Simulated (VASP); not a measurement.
# AlN (Ima2) in VASP: single point with r2SCAN

Aim: the single point of AlN with r2SCAN.

Program: VASP 6.6.1. These are calculated values, not measurements. Logs are shortened: lines on timing, memory, paths and dates and some standing lists are left out, and cuts for length are marked.

### Step 1. The cell of the first run

It takes space group Ima2 (No. 46, orthorhombic). The conventional cell has a = 3.107 Å, b = 21.524 Å, c = 4.978 Å, α = 90.00°, β = 90.00°, γ = 90.00°. Within 2.5 Å of Al (site symmetry m) lie 4 N at 1.89 to 1.90 Å. Al (site symmetry m) has 3 N at 1.89 to 1.90 Å and 2 Al at 2.37 Å within 2.5 Å. Al (site symmetry m) has 4 N at 1.89 to 1.90 Å within 2.5 Å. Within 2.5 Å of Al (site symmetry m) lie 4 N at 1.89 to 1.90 Å. N (site symmetry m) has 4 Al at 1.89 to 1.90 Å within 2.5 Å. N (site symmetry m) has 3 Al at 1.89 to 1.90 Å and 2 N at 2.37 Å within 2.5 Å. Within 2.5 Å of N (site symmetry m) lie 4 Al at 1.89 to 1.90 Å. Within 2.5 Å of N (site symmetry m) lie 4 Al at 1.89 to 1.90 Å.

### Step 2. Single point, r2SCAN (the part above a cut slid along it)

The input, POSCAR:

```
AlN
1.0
    1.5533326688     -2.6904511034      0.0000000000
    0.0000000000      0.0000000000     -4.9784048385
   10.0966623470      4.0356766550      2.4892024192
Al N
8 8
Direct
    0.0833333334      1.4149737644      0.8333333333
   -0.0416666666      1.0399737644      0.0833333333
    0.3333333334      1.1649737644      0.3333333333
   -0.2916666666      1.2899737644      0.5833333333
   -0.4583333333      0.9566404310      0.9166666667
    0.4166666667      0.5816404311      0.1666666667
   -0.2083333333      0.7066404310      0.4166666667
    0.1666666667      0.8316404310      0.6666666667
    0.0833333334      1.0333595690      0.8333333333
   -0.0416666666      0.6583595689      0.0833333333
    0.3333333334      0.7833595690      0.3333333333
   -0.2916666666      0.9083595690      0.5833333333
   -0.4583333333      0.5750262356      0.9166666667
    0.4166666667      0.2000262357      0.1666666667
   -0.2083333333      0.3250262356      0.4166666667
    0.1666666667      0.4500262356      0.6666666667
```

The input, INCAR.step1:

```
SYSTEM = AlN
PREC = Accurate
ENCUT = 520
ISMEAR = 0
SIGMA = 0.05
LREAL = Auto
LASPH = .True.
NELM = 80
NBANDS = 46
ISYM = 0
GGA = PE
ALGO = Normal
EDIFF = 1E-4
LWAVE = .True.
LCHARG = .False.
```

The input, INCAR.step2:

```
SYSTEM = AlN
PREC = Accurate
ENCUT = 520
EDIFF = 1E-6
ISMEAR = 0
SIGMA = 0.05
LREAL = Auto
LASPH = .True.
NELM = 80
ALGO = Normal
ISIF = 2
LWAVE = .False.
LCHARG = .False.
METAGGA = R2SCAN
LMIXTAU = .True.
NBANDS = 46
ISYM = 0
ISTART = 1
```

The input, KPOINTS:

```
Automatic mesh
0
Gamma
  7 5 2
  0 0 0
```

Potentials or basis: VASP PAW PBE potentials, release 64 (Al, N).

Started as:

```bash
> cat potpaw_PBE.64/Al/POTCAR potpaw_PBE.64/N/POTCAR > POTCAR
> cp INCAR.step1 INCAR
> mpirun -np 1 vasp_std > vasp.out
> cp INCAR.step2 INCAR
> mpirun -np 1 vasp_std > vasp.out
```

OUTCAR:

```text
SYSTEM = AlN
   PREC = Accurate
   ENCUT = 520
   EDIFF = 1E-6
   ISMEAR = 0
   LREAL = Auto
   LASPH = .True.
   NELM = 80
   ISIF = 2
   METAGGA = R2SCAN
   ISYM = 0
   ISTART = 1

 ion  position               nearest neighbor table
   1  0.083  0.415  0.833-  16 1.89  13 1.89  13 1.89   9 1.90   8 3.07   5 3.07   5 3.07   8 3.07
                             5 3.07   5 3.07   4 3.11   4 3.11
   2  0.958  0.040  0.083-  14 1.89  14 1.89  10 1.90   5 2.37   5 2.37   6 3.07   6 3.07   6 3.07
                             6 3.07   3 3.11   3 3.11
   3  0.333  0.165  0.333-  14 1.89  15 1.89  15 1.89  11 1.90   6 3.07   6 3.07   7 3.07   7 3.07
                             7 3.07   7 3.07   2 3.11   4 3.11   2 3.11   4 3.11
   4  0.708  0.290  0.583-  15 1.89  16 1.89  16 1.89  12 1.90   7 3.07   8 3.07   8 3.07   7 3.07
                             8 3.07   8 3.07   3 3.11   1 3.11   1 3.11   3 3.11
   5  0.542  0.957  0.917-   9 1.89   9 1.89  13 1.90   2 2.37   2 2.37   1 3.07   1 3.07   1 3.07
                             1 3.07   8 3.11   8 3.11
   6  0.417  0.582  0.167-  11 1.89  10 1.89  10 1.89  14 1.90   3 3.07   3 3.07   2 3.07   2 3.07
                             2 3.07   2 3.07   7 3.11   7 3.11
   7  0.792  0.707  0.417-  12 1.89  11 1.89  11 1.89  15 1.90   4 3.07   3 3.07   3 3.07   4 3.07
                             3 3.07   3 3.07   6 3.11   8 3.11   8 3.11   6 3.11
   8  0.167  0.832  0.667-   9 1.89  12 1.89  12 1.89  16 1.90   1 3.07   4 3.07   4 3.07   1 3.07
                             4 3.07   4 3.07   7 3.11   5 3.11   7 3.11   5 3.11
   9  0.083  0.033  0.833-   8 1.89   5 1.89   5 1.89   1 1.90
  10  0.958  0.658  0.083-   6 1.89   6 1.89   2 1.90
  11  0.333  0.783  0.333-   6 1.89   7 1.89   7 1.89   3 1.90
  12  0.708  0.908  0.583-   7 1.89   8 1.89   8 1.89   4 1.90
  13  0.542  0.575  0.917-   1 1.89   1 1.89   5 1.90
  14  0.417  0.200  0.167-   3 1.89   2 1.89   2 1.89   6 1.90
  15  0.792  0.325  0.417-   4 1.89   3 1.89   3 1.89   7 1.90
  16  0.167  0.450  0.667-   1 1.89   4 1.89   4 1.89   8 1.90

IMPORTANT INFORMATION: All symmetrisations will be switched off!
NOSYMM: (Re-)initialisation of all symmetry stuff for point group C_1.

----------------------------------------------------------------------------------------

                                     Primitive cell

  volume of cell :     166.4446

  direct lattice vectors                    reciprocal lattice vectors
     1.553332669 -2.690451103  0.000000000     0.120708206 -0.301993966  0.000000000
     0.000000000  0.000000000 -4.978404839     0.040236069  0.023230305 -0.200867553
    10.096662347  4.035676655  2.489202419     0.080472137  0.046460610  0.000000000

  length of vectors
     3.106665338  4.978404839 11.154613633     0.325224271  0.206170712  0.092921220

  position of ions in fractional coordinates (direct lattice)
     0.083333333  0.414973764  0.833333333
     0.958333333  0.039973764  0.083333333
     0.333333333  0.164973764  0.333333333
     0.708333333  0.289973764  0.583333333
     0.541666667  0.956640431  0.916666667
     0.416666667  0.581640431  0.166666667
[... 8 lines left out ...]
     0.791666667  0.325026236  0.416666667
     0.166666667  0.450026236  0.666666667

  ion indices of the primitive-cell ions
   primitive index   ion index
                 1           1
                 2           2
                 3           3
                 4           4
                 5           5
                 6           6
[... 8 lines left out ...]
                15          15
                16          16

----------------------------------------------------------------------------------------

 KPOINTS: Automatic mesh

Automatic generation of k-mesh.
 Grid dimensions read from file:
 generate k-points for:    7    5    2

 Generating k-lattice:

  Cartesian coordinates                     Fractional coordinates (reciprocal lattice)
     0.017244029 -0.043141995  0.000000000     0.142857143  0.000000000  0.000000000
     0.008047214  0.004646061 -0.040173511    -0.000000000  0.200000000  0.000000000
     0.040236069  0.023230305  0.000000000     0.000000000  0.000000000  0.500000000

  Length of vectors
     0.046460610  0.041234142  0.046460610

  Shift w.r.t. Gamma in fractional coordinates (k-lattice)
     0.000000000  0.000000000  0.000000000

 -----------------------------------------------------------------------------
|                                                                             |
|           W    W    AA    RRRRR   N    N  II  N    N   GGGG   !!!           |
|           W    W   A  A   R    R  NN   N  II  NN   N  G    G  !!!           |
|           W    W  A    A  R    R  N N  N  II  N N  N  G       !!!           |
|           W WW W  AAAAAA  RRRRR   N  N N  II  N  N N  G  GGG   !            |
|           WW  WW  A    A  R   R   N   NN  II  N   NN  G    G                |
|           W    W  A    A  R    R  N    N  II  N    N   GGGG   !!!           |
|                                                                             |
|     Your reciprocal lattice and k-lattice belong to different lattice       |
|     classes:                                                                |
|                                                                             |
|        The reciprocal lattice is face-centered orthorhombic,                |
|        whereas your k-lattice is triclinic.                                 |
|                                                                             |
|     Results are often still useful ...                                      |
|                                                                             |
 -----------------------------------------------------------------------------

 WARNING: IBZKPT: internal override: KBLOWUP is changed to .FALSE.
      ... skipping the blow-up phase ...

 Subroutine IBZKPT returns following result:
 ===========================================

 Found     36 irreducible k-points:

 Following reciprocal coordinates:
            Coordinates               Weight
  0.000000  0.000000  0.000000      1.000000
  0.142857  0.000000 -0.000000      2.000000
  0.285714  0.000000 -0.000000      2.000000
  0.428571  0.000000  0.000000      2.000000
  0.000000  0.200000  0.000000      2.000000
  0.142857  0.200000  0.000000      2.000000
[... 16 lines left out ...]
 -0.000000  0.200000  0.500000      2.000000
  0.142857  0.200000  0.500000      2.000000
 [... further k-points ...]
   k-points           NKPTS =     36   k-points in BZ     NKDIM =     36   number of bands    NBANDS=     46
   number of dos      NEDOS =    301   number of ions     NIONS =     16
   total plane-waves  NPLWV =  80640
   dimension x,y,z NGX =    24 NGY =   40 NGZ =   84
   dimension x,y,z NGXF=    48 NGYF=   80 NGZF=  168
   ions per type =               8   8
   NGX,Y,Z   is equivalent  to a cutoff of  12.84, 13.36, 12.52 a.u.
   NGXF,Y,Z  is equivalent  to a cutoff of  25.69, 26.71, 25.04 a.u.
 SYSTEM =  AlN
   PREC   = accura    normal or accurate (medium, high low for compatibility)
   ISTART =      1    job   : 0-new  1-cont  2-samecut
   ICHARG =      0    charge: 1-file 2-atom 10-const
   ISPIN  =      1    spin polarized calculation?
   LNONCOLLINEAR =      F non collinear calculations
   LSORBIT =      F    spin-orbit coupling
   LASPH  =      T    aspherical Exc in radial PAW
   ENCUT  =  520.0 eV  38.22 Ry    6.18 a.u.   5.78  9.26 20.74*2*pi/ulx,y,z
   NELM   =     80;   NELMIN=  2; NELMDL=  0     # of ELM steps
   EDIFF  = 0.1E-05   stopping-criterion for ELM
   LREAL  =      T    real-space projection
   EDIFFG = 0.1E-04   stopping-criterion for IOM
   NSW    =      0    number of steps for IOM
   IBRION =     -1    ionic relax: 0-MD 1-quasi-New 2-CG
   NFREE  =      0    steps in history (QN), initial steepest desc. (CG)
   ISIF   =      2    stress and relaxation
   ISYM   =      0    0-nonsym 1-usesym 2-fastsym
   POTIM  = 0.5000    time-step for ionic-motion
   TEBEG  =    0.0;   TEEND  =   0.0 temperature during run
   PSTRESS=    0.0 pullay stress
   NELECT =      64.0000    total number of electrons
   NUPDOWN=      -1.0000    fix difference up-down
   EMIN   =  10.00;   EMAX   =-10.00  energy-range for DOS
   EFERMI =   0.00;   METHOD = LEGACY
   ISMEAR =     0;   SIGMA  =   0.05  broadening in eV -4-tet -1-fermi 0-gaus
   EFERMI_NEDOS =   21; number of points for ismear=-14 and -15
   IALGO  =     38    algorithm
   IMIX   =      4    mixing-type and parameters
     AMIX     =   0.40;   BMIX     =  1.00
     AMIX_MAG =   1.60;   BMIX_MAG =  1.00
  volume/ion in A,a.u.               =      10.40        70.20
  Fermi-wavevector in a.u.,A,eV,Ry     =   1.190451  2.249626 19.281821  1.417174
  Thomas-Fermi vector in A             =   2.326535
   LORBIT       =      0    0 simple, 1 ext, 2 COOP (PROOUT), +10 PAW based schemes
   METAGGA = R2SCAN    functional components
   LHFCALC =     F    Hartree Fock is set to
   AEXX    =    0.0000 exact exchange contribution
   IVDW    =     0    specifies the selected vdW correction
   LEPSILON=     F    determine dielectric tensor
   LRPA    =     F    only Hartree local field effects (RPA)
 non-spin polarized calculation
 Gauss-broadening in eV      SIGMA  =   0.05
  energy-cutoff  :      520.00
  volume of cell :      166.44
 maximum number of plane-waves:      4500
   NGX = 11   NGY = 19   NGZ = 41

 number of electron      64.0000006 magnetization

 Free energy of the ion-electron system (eV)
  ---------------------------------------------------
  ext. energy  EPLUGINS =         0.00000000
  ---------------------------------------------------
  free energy    TOTEN  =      -144.92135937 eV

  energy without entropy =     -144.91561336  energy(sigma->0) =     -144.91848636

 E-fermi :   8.0663     XC(G=0): -11.4817

 val. band max:        8.0165505570   @ k =   0.0000   0.2000   0.0000
 cond. band min:       8.0807814583   @ k =   0.1429   0.4000  -0.0000
 fundamental gap:      0.0642309012
 Fermi energy:         8.0662556111

 k-point     1 :       0.0000    0.0000    0.0000
  band No.  band energies     occupation
      1     -10.1472      2.00000
      2      -9.5346      2.00000
      3      -9.2880      2.00000
      4      -8.3555      2.00000
      5      -7.9127      2.00000
      6      -7.7591      2.00000
[... 36 lines left out ...]
     43      15.1238      0.00000
     44      15.2265      0.00000

 k-point     2 :       0.1429    0.0000   -0.0000
  band No.  band energies     occupation
      1      -9.9532      2.00000
      2      -9.4021      2.00000
      3      -9.0989      2.00000
      4      -8.2449      2.00000
      5      -7.8261      2.00000
      6      -7.6605      2.00000
[... 36 lines left out ...]
     43      15.3044      0.00000
     44      15.5595      0.00000

 k-point     3 :       0.2857    0.0000   -0.0000
  band No.  band energies     occupation
      1      -9.4236      2.00000
      2      -9.0297      2.00000
      3      -8.6551      2.00000
      4      -7.9676      2.00000
      5      -7.6314      2.00000
      6      -7.5313      2.00000
[... 976 lines left out ...]
     43      15.2217      0.00000
     44      15.6813      0.00000

 k-point    24 :       0.1429    0.2000    0.5000
  band No.  band energies     occupation
      1      -9.6962      2.00000
      2      -9.5794      2.00000
      3      -8.7240      2.00000
      4      -8.3330      2.00000
      5      -8.1054      2.00000
      6      -7.7191      2.00000
[... 36 lines left out ...]
     43      15.4899      0.00000
     44      15.8071      0.00000

 [... further k-points ...]

 [bands above 44 left out]

------------------------ aborting loop because EDIFF is reached ----------------------------------------

  FORCE on cell =-STRESS in cart. coord.  units (eV):
  Direction    XX          YY          ZZ          XY          YZ          ZX
  --------------------------------------------------------------------------------------
  -------------------------------------------------------------------------------------
  Total       11.3530129      8.4663037     -3.7635824      2.4905921     -0.0051437      0.0004902
  in kB      109.2828312     81.4956911    -36.2278231     23.9741606     -0.0495124      0.0047185
  external PRESSURE =      51.5168997 kB  Pullay stress =       0.0000000 kB

 VOLUME and BASIS-vectors are now :
 -----------------------------------------------------------------------------
  energy-cutoff  :      520.00
  volume of cell :      166.44
      direct lattice vectors                 reciprocal lattice vectors
     1.553332669 -2.690451103  0.000000000     0.120708206 -0.301993966  0.000000000
     0.000000000  0.000000000 -4.978404839     0.040236069  0.023230305 -0.200867553
    10.096662347  4.035676655  2.489202419     0.080472137  0.046460610  0.000000000

 POSITION                                       TOTAL-FORCE (eV/Angst)
 -----------------------------------------------------------------------------------
      8.54333      3.13886      0.00843         1.431045      0.826390     -0.911929
      2.33000     -2.24204      0.00843         4.133774      2.386875      1.442846
      3.88333      0.44841      0.00843         0.305445      0.176444      0.443158
      6.99000      0.44841      0.00843         0.145359      0.083871     -0.080857
     10.09666      2.24204     -2.48077        -4.133433     -2.386735      1.445277
      2.33000     -0.44841     -2.48077        -1.430584     -0.827353     -0.909436
[... 8 lines left out ...]
      5.43666     -0.44841     -0.58094        -0.198187     -0.114083     -0.010900
      6.99000      2.24204     -0.58094        -0.465953     -0.268016      0.036895
 -----------------------------------------------------------------------------------
    total drift:                                0.004080     -0.005987     -0.006378

  FREE ENERGIE OF THE ION-ELECTRON SYSTEM (eV)
  ---------------------------------------------------
  free  energy   TOTEN  =      -144.9213593675 eV

  energy  without entropy=     -144.9156133579  energy(sigma->0) =     -144.91848636
```

Run time: 44 min. Hardware: 1 thread of Oxide Virtual Turin-like, shared host; peak memory 0.34 GiB.

Results:

```
Free energy            : -144.9214 eV
Pressure               : 5.2 GPa
Largest force          : 4.987 eV/Å
Band gap on the k mesh : zero (bands 32 and 33 overlap by 0.24 eV)
```

Forces in eV/Å, atoms in the order of the input:
```
Al   1.431  0.826 -0.912
Al   4.134  2.387  1.443
Al   0.305  0.176  0.443
Al   0.145  0.084 -0.081
Al  -4.133 -2.387  1.445
Al  -1.431 -0.827 -0.909
Al  -0.145 -0.085 -0.078
Al  -0.305 -0.177  0.446
N    0.170  0.098 -0.443
N    3.287  1.899 -0.482
N    0.465  0.269  0.037
N    0.198  0.115 -0.010
N   -3.288 -1.898 -0.481
N   -0.170 -0.099 -0.445
N   -0.198 -0.114 -0.011
N   -0.466 -0.268  0.037
```

Caveat: the cell differs from its parent crystal (the part above a cut slid along it); the stress differs along the axes, from -4 to 11 GPa; semilocal functionals underestimate gaps, and a narrow one can read as zero; the PAW data sets were made with another functional, which shifts forces and pressure a little.

The gap in the log of VASP goes by the Fermi energy; the results here count the filled bands.